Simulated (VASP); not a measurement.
# TePt (k07) (R-3m) in VASP: notebook

Runs on TePt (k07). Level: PBEsol+D3(BJ). Tasks: single point.

All numbers are computed with VASP 6.6.1; they aren't measurements. Logs are shortened: lines on timing, memory, paths and dates and some standing lists are left out, and cuts for length are marked.

## (1) The cell of the first run

It takes space group R-3m (No. 166, trigonal). Conventional cell: a = 3.923 Å, b = 3.923 Å, c = 19.164 Å, α = 90.00°, β = 90.00°, γ = 120.00°. Within 3.4 Å of Te (site symmetry 3m) lie 3 Pt at 2.58 Å and 3 Te at 3.36 Å. Within 3.4 Å of Pt (site symmetry 3m) lie 3 Te at 2.58 Å and 3 Pt at 2.68 Å.

## (2) Single point, PBEsol+D3(BJ)

INCAR reads:

```
  ALGO = Normal
  EDIFF = 1E-6
  ENCUT = 520
  GGA = PS
  ISIF = 2
  ISMEAR = 0
  IVDW = 12
  LASPH = True
  LCHARG = True
  LELF = True
  LREAL = False
  LVHAR = True
  LWAVE = False
  NBANDS = 24
  NELM = 100
  PREC = Accurate
  SIGMA = 0.1
```

KPOINTS reads:

```
k-points
0
Gamma
  18 18 18
```

POSCAR reads:

```
TePt
1.0
    1.9616045268      1.1325329016      6.3880895962
   -1.9616045268      1.1325329016      6.3880895962
    0.0000000000     -2.2650658032      6.3880895962
Te Pt
2 2
Direct
    0.6018933975      0.6018933975      0.6018933975
    0.3981066025      0.3981066025      0.3981066025
    0.8708366340      0.8708366340      0.8708366340
    0.1291633660      0.1291633660      0.1291633660
```

Potentials or basis: VASP PAW PBE potentials, release 64 (Te, Pt).

Command:

```console
$ cat potpaw_PBE.64/Te/POTCAR potpaw_PBE.64/Pt/POTCAR > POTCAR
$ mpirun -np 1 vasp_std > vasp.out
```

OUTCAR:

```text
EDIFF = 1E-6
   ENCUT = 520
   GGA = PS
   ISIF = 2
   ISMEAR = 0
   IVDW = 12
   LASPH = True
   LREAL = False
   NELM = 100
   PREC = Accurate
 IVDW          = 12

 ion  position               nearest neighbor table
   1  0.602  0.602  0.602-   3 2.58   3 2.58   3 2.58   2 3.36   2 3.36   2 3.36   4 3.50   4 3.50
                             4 3.50
   2  0.398  0.398  0.398-   4 2.58   4 2.58   4 2.58   1 3.36   1 3.36   1 3.36   3 3.50   3 3.50
                             3 3.50
   3  0.871  0.871  0.871-   1 2.58   1 2.58   1 2.58   4 2.68   4 2.68   4 2.68   2 3.50   2 3.50
                             2 3.50
   4  0.129  0.129  0.129-   2 2.58   2 2.58   2 2.58   3 2.68   3 2.68   3 2.68   1 3.50   1 3.50
                             1 3.50

  LATTYP: Found a trigonal (rhomboedric) cell.
 ALAT       =     6.7777733646
 COS(alpha) =     0.8324753111

  Lattice vectors:

 A1 = (   1.9616045268,   1.1325329016,   6.3880895962)
 A2 = (  -1.9616045268,   1.1325329016,   6.3880895962)
 A3 = (   0.0000000000,  -2.2650658032,   6.3880895962)

Analysis of symmetry for initial positions (statically):
=====================================================================
 Subroutine PRICEL returns:
 Original cell was already a primitive cell.

 Routine SETGRP: Setting up the symmetry group for a
 trigonal (rhombohedral) supercell.

 Subroutine GETGRP returns: Found 12 space group operations
 (whereof 12 operations were pure point group operations)
 out of a pool of 12 trial point group operations.

The static configuration has the point symmetry D_3d.

Analysis of symmetry for dynamics (positions and initial velocities):
=====================================================================
 Subroutine PRICEL returns:
 Original cell was already a primitive cell.

 Routine SETGRP: Setting up the symmetry group for a
 trigonal (rhombohedral) supercell.

 Subroutine GETGRP returns: Found 12 space group operations
 (whereof 12 operations were pure point group operations)
 out of a pool of 12 trial point group operations.

The dynamic configuration has the point symmetry D_3d.

 Subroutine INISYM returns: Found 12 space group operations
 (whereof 12 operations are pure point group operations),
 and found     1 'primitive' translations

----------------------------------------------------------------------------------------

                                     Primitive cell

  volume of cell :      85.1500

  direct lattice vectors                    reciprocal lattice vectors
     1.961604527  1.132532902  6.388089596     0.254893376  0.147162759  0.052180441
    -1.961604527  1.132532902  6.388089596    -0.254893376  0.147162759  0.052180441
     0.000000000 -2.265065803  6.388089596     0.000000000 -0.294325518  0.052180441

  length of vectors
     6.777773365  6.777773365  6.777773365     0.298915221  0.298915221  0.298915221

  position of ions in fractional coordinates (direct lattice)
     0.601893397  0.601893397  0.601893397
     0.398106603  0.398106603  0.398106603
     0.870836634  0.870836634  0.870836634
     0.129163366  0.129163366  0.129163366

  ion indices of the primitive-cell ions
   primitive index   ion index
                 1           1
                 2           2
                 3           3
                 4           4

----------------------------------------------------------------------------------------

 KPOINTS: k-points

Automatic generation of k-mesh.
 Grid dimensions read from file:
 generate k-points for:   18   18   18

 Generating k-lattice:

  Cartesian coordinates                     Fractional coordinates (reciprocal lattice)
     0.014160743  0.008175709  0.002898913     0.055555556  0.000000000  0.000000000
    -0.014160743  0.008175709  0.002898913     0.000000000  0.055555556  0.000000000
     0.000000000 -0.016351418  0.002898913     0.000000000  0.000000000  0.055555556

  Length of vectors
     0.016606401  0.016606401  0.016606401

  Shift w.r.t. Gamma in fractional coordinates (k-lattice)
     0.000000000  0.000000000  0.000000000

 Subroutine IBZKPT returns following result:
 ===========================================

 Found    580 irreducible k-points:

 Following reciprocal coordinates:
            Coordinates               Weight
  0.000000  0.000000  0.000000      1.000000
  0.055556  0.000000  0.000000      6.000000
  0.111111  0.000000  0.000000      6.000000
  0.166667  0.000000  0.000000      6.000000
  0.222222  0.000000  0.000000      6.000000
  0.277778  0.000000 -0.000000      6.000000
[... 16 lines left out ...]
 -0.277778  0.055556 -0.000000     12.000000
 -0.222222  0.055556 -0.000000     12.000000
 [... further k-points ...]
   k-points           NKPTS =    580   k-points in BZ     NKDIM =    580   number of bands    NBANDS=     24
   number of dos      NEDOS =    301   number of ions     NIONS =      4
   total plane-waves  NPLWV = 125000
   dimension x,y,z NGX =    50 NGY =   50 NGZ =   50
   dimension x,y,z NGXF=   100 NGYF=  100 NGZF=  100
   ions per type =               2   2
   NGX,Y,Z   is equivalent  to a cutoff of  12.26, 12.26, 12.26 a.u.
   NGXF,Y,Z  is equivalent  to a cutoff of  24.53, 24.53, 24.53 a.u.
 SYSTEM =  unknown system
   PREC   = accura    normal or accurate (medium, high low for compatibility)
   ISTART =      0    job   : 0-new  1-cont  2-samecut
   ICHARG =      2    charge: 1-file 2-atom 10-const
   ISPIN  =      1    spin polarized calculation?
   LNONCOLLINEAR =      F non collinear calculations
   LSORBIT =      F    spin-orbit coupling
   LASPH  =      T    aspherical Exc in radial PAW
   ENCUT  =  520.0 eV  38.22 Ry    6.18 a.u.  12.60 12.60 12.60*2*pi/ulx,y,z
   NELM   =    100;   NELMIN=  2; NELMDL= -5     # of ELM steps
   EDIFF  = 0.1E-05   stopping-criterion for ELM
   LREAL  =      F    real-space projection
   EDIFFG = 0.1E-04   stopping-criterion for IOM
   NSW    =      0    number of steps for IOM
   IBRION =     -1    ionic relax: 0-MD 1-quasi-New 2-CG
   NFREE  =      0    steps in history (QN), initial steepest desc. (CG)
   ISIF   =      2    stress and relaxation
   ISYM   =      2    0-nonsym 1-usesym 2-fastsym
   POTIM  = 0.5000    time-step for ionic-motion
   TEBEG  =    0.0;   TEEND  =   0.0 temperature during run
   PSTRESS=    0.0 pullay stress
   NELECT =      32.0000    total number of electrons
   NUPDOWN=      -1.0000    fix difference up-down
   EMIN   =  10.00;   EMAX   =-10.00  energy-range for DOS
   EFERMI =   0.00;   METHOD = LEGACY
   ISMEAR =     0;   SIGMA  =   0.10  broadening in eV -4-tet -1-fermi 0-gaus
   EFERMI_NEDOS =   21; number of points for ismear=-14 and -15
   IALGO  =     38    algorithm
   IMIX   =      4    mixing-type and parameters
     AMIX     =   0.40;   BMIX     =  1.00
     AMIX_MAG =   1.60;   BMIX_MAG =  1.00
  volume/ion in A,a.u.               =      21.29       143.66
  Fermi-wavevector in a.u.,A,eV,Ry     =   1.181399  2.232521 18.989704  1.395704
  Thomas-Fermi vector in A             =   2.317673
   LORBIT       =      0    0 simple, 1 ext, 2 COOP (PROOUT), +10 PAW based schemes
   GGA     = PS    functional components
   LHFCALC =     F    Hartree Fock is set to
   AEXX    =    0.0000 exact exchange contribution
   IVDW    =    12    specifies the selected vdW correction
   LEPSILON=     F    determine dielectric tensor
   LRPA    =     F    only Hartree local field effects (RPA)
 non-spin polarized calculation
 Gauss-broadening in eV      SIGMA  =   0.10
  energy-cutoff  :      520.00
  volume of cell :       85.15
 maximum number of plane-waves:      2324
   NGX = 25   NGY = 25   NGZ = 25

 number of electron      32.0000000 magnetization

 Free energy of the ion-electron system (eV)
  ---------------------------------------------------
  ext. energy  EPLUGINS =         0.00000000
  ---------------------------------------------------
  free energy    TOTEN  =       -22.30217478 eV

  energy without entropy =      -22.29236785  energy(sigma->0) =      -22.29727131

 E-fermi :   9.1686     XC(G=0): -11.3916

 val. band max:        9.1681476178   @ k =   0.5000   0.5000   0.2778
 cond. band min:       9.1725908909   @ k =   0.5000   0.5000   0.2222
 fundamental gap:      0.0044432731
 Fermi energy:         9.1686163283

 k-point     1 :       0.0000    0.0000    0.0000
  band No.  band energies     occupation
      1      -4.6095      2.00000
      2      -2.5883      2.00000
      3       1.9167      2.00000
      4       3.4660      2.00000
      5       3.4660      2.00000
      6       4.2034      2.00000
[... 16 lines left out ...]
     23      15.4990      0.00000
     24      16.9565      0.00000

 k-point     2 :       0.0556    0.0000    0.0000
  band No.  band energies     occupation
      1      -4.5750      2.00000
      2      -2.5794      2.00000
      3       1.9555      2.00000
      4       3.4722      2.00000
      5       3.4900      2.00000
      6       4.1566      2.00000
[... 16 lines left out ...]
     23      15.5998      0.00000
     24      16.4789      0.00000

 k-point     3 :       0.1111    0.0000    0.0000
  band No.  band energies     occupation
      1      -4.4732      2.00000
      2      -2.5520      2.00000
      3       2.0637      2.00000
      4       3.4936      2.00000
      5       3.5528      2.00000
      6       4.0202      2.00000
[... 16 lines left out ...]
     23      15.8680      0.00000
     24      16.2994      0.00000
[... 514 lines left out ...]
 k-point    23 :      -0.2778    0.0556   -0.0000
  band No.  band energies     occupation
      1      -3.6930      2.00000
      2      -2.3288      2.00000
      3       2.5243      2.00000
      4       2.7944      2.00000
      5       3.7913      2.00000
      6       4.2364      2.00000
[... 16 lines left out ...]
     23      16.7768      0.00000
     24      17.7056      0.00000

 k-point    24 :      -0.2222    0.0556   -0.0000
  band No.  band energies     occupation
      1      -3.9568      2.00000
      2      -2.3909      2.00000
      3       2.4605      2.00000
      4       3.0965      2.00000
      5       3.6994      2.00000
      6       4.0526      2.00000
[... 16 lines left out ...]
     23      16.3743      0.00000
     24      17.2105      0.00000

 [... further k-points ...]

------------------------ aborting loop because EDIFF is reached ----------------------------------------

 Edisp (eV)   -2.34409

 E8    (eV) :    -1.5948

  FORCE on cell =-STRESS in cart. coord.  units (eV):
  Direction    XX          YY          ZZ          XY          YZ          ZX
  --------------------------------------------------------------------------------------
  -------------------------------------------------------------------------------------
  Total      -0.09145    -0.09145    -0.07231    -0.00000    -0.00000     0.00000
  in kB      -1.72069    -1.72069    -1.36058    -0.00000    -0.00000     0.00000
  external pressure =       -1.60 kB  Pullay stress =        0.00 kB

 VOLUME and BASIS-vectors are now :
 -----------------------------------------------------------------------------
  energy-cutoff  :      520.00
  volume of cell :       85.15
      direct lattice vectors                 reciprocal lattice vectors
     1.961604527  1.132532902  6.388089596     0.254893376  0.147162759  0.052180441
    -1.961604527  1.132532902  6.388089596    -0.254893376  0.147162759  0.052180441
     0.000000000 -2.265065803  6.388089596     0.000000000 -0.294325518  0.052180441

 POSITION                                       TOTAL-FORCE (eV/Angst)
 -----------------------------------------------------------------------------------
      0.00000      0.00000     11.53485         0.000000     -0.000000     -0.009829
      0.00000      0.00000      7.62942         0.000000     -0.000000      0.009829
      0.00000      0.00000     16.68895         0.000000      0.000000     -0.000892
      0.00000      0.00000      2.47532         0.000000      0.000000      0.000892
 -----------------------------------------------------------------------------------
    total drift:                                0.000000      0.000000     -0.000000

  FREE ENERGIE OF THE ION-ELECTRON SYSTEM (eV)
  ---------------------------------------------------
  free  energy   TOTEN  =       -24.6462635361 eV

  energy  without entropy=      -24.6364566044  energy(sigma->0) =      -24.64136007
```

Wall time 19 min (1 thread of Intel Xeon 6975P-C (Granite Rapids), shared host); peak memory 1.2 GiB.

What came out:

| Item | Value |
| --- | --- |
| Free energy | -24.6463 eV |
| Pressure | -0.2 GPa |
| Largest force | 0.010 eV/Å |
| Band gap on the k mesh | zero (band 16 reaches 10.92 eV, above the bottom of band 17 at 7.95 eV) |
| Dispersion energy per atom | -0.586 eV |

Forces on the atoms (eV/Å):
```
Te   0.000  0.000 -0.010
Te   0.000  0.000  0.010
Pt   0.000  0.000 -0.001
Pt   0.000  0.000  0.001
```

Caveat: the PAW data sets were made with another functional, which shifts forces and pressure a little; spin-orbit coupling is left out, which moves the levels of the heavy elements; pairwise dispersion overbinds metals, which lowers pressure and volume.

## (3) Single point, PBEsol+D3(BJ)

This run uses another cell than the first one, of 22.65 Å³/atom, 1.064 times its volume.

INCAR reads:

```
SYSTEM = TePt
PREC = Accurate
ENCUT = 520
EDIFF = 1E-6
ISMEAR = 0
SIGMA = 0.1
LREAL = .False.
LASPH = .True.
NELM = 100
ALGO = Normal
ISIF = 2
LWAVE = .False.
LCHARG = .False.
GGA = PS
IVDW = 12
NBANDS = 24
```

KPOINTS reads:

```
Automatic mesh
0
Gamma
  6 6 6
  0 0 0
```

POSCAR reads:

```
TePt
1.0
    1.9815661262      1.1440577364      6.6610334788
   -1.9815661262      1.1440577364      6.6610334788
    0.0000000000     -2.2881154728      6.6610334788
Te Pt
2 2
Direct
    0.5980000000      0.5980000000      0.5980000000
    0.4020000000      0.4020000000      0.4020000000
    0.8703333333      0.8703333333      0.8703333333
    0.1296666667      0.1296666667      0.1296666667
```

Potentials or basis: VASP PAW PBE potentials, release 64 (Te, Pt).

Command:

```console
$ cat potpaw_PBE.64/Te/POTCAR potpaw_PBE.64/Pt/POTCAR > POTCAR
$ mpirun -np 1 vasp_std > vasp.out
```

Run time: 1.9 min. Hardware: 1 thread of Intel Xeon 6975P-C (Granite Rapids), shared host; peak memory 0.38 GiB.

It converged, with:

```yaml
Free_energy: -24.5523 eV
Pressure: -4.4 GPa
Largest_force: 0.223 eV/Å
Band_gap_on_the_k_mesh: zero (band 16 reaches 9.55 eV, above the bottom of band 17 at 7.13 eV)
Dispersion_energy_per_atom: -0.550 eV
```

Forces in eV/Å, atoms in the order of the input:
```
Te   0.000  0.000  0.028
Te   0.000  0.000 -0.028
Pt   0.000  0.000 -0.223
Pt   0.000  0.000  0.223
```

Stress tensor (GPa, compression positive):
```
-4.23  0.00  0.00
 0.00 -4.23  0.00
 0.00  0.00 -4.60
```

Levels at points of the mesh, in eV from the Fermi level:
| k point | band 14 | band 15 | band 16 | band 17 | band 18 | band 19 |
| --- | --- | --- | --- | --- | --- | --- |
| (0.00, 0.00, 0.00) | 0.69 | 0.69 | 0.87 | 1.25 | 2.87 | 2.87 |
| (0.50, 0.00, 0.00) | -1.98 | -1.87 | -1.06 | 0.31 | 1.35 | 1.96 |
| (0.50, 0.50, 0.00) | -1.83 | -1.74 | -1.33 | -1.16 | 2.54 | 3.81 |
| (0.50, 0.50, 0.50) | -1.62 | 1.25 | 1.25 | 1.96 | 1.96 | 3.51 |

Caveat: the PAW data sets were made with another functional, which shifts forces and pressure a little; spin-orbit coupling is left out, which moves the levels of the heavy elements; pairwise dispersion overbinds metals, which lowers pressure and volume.
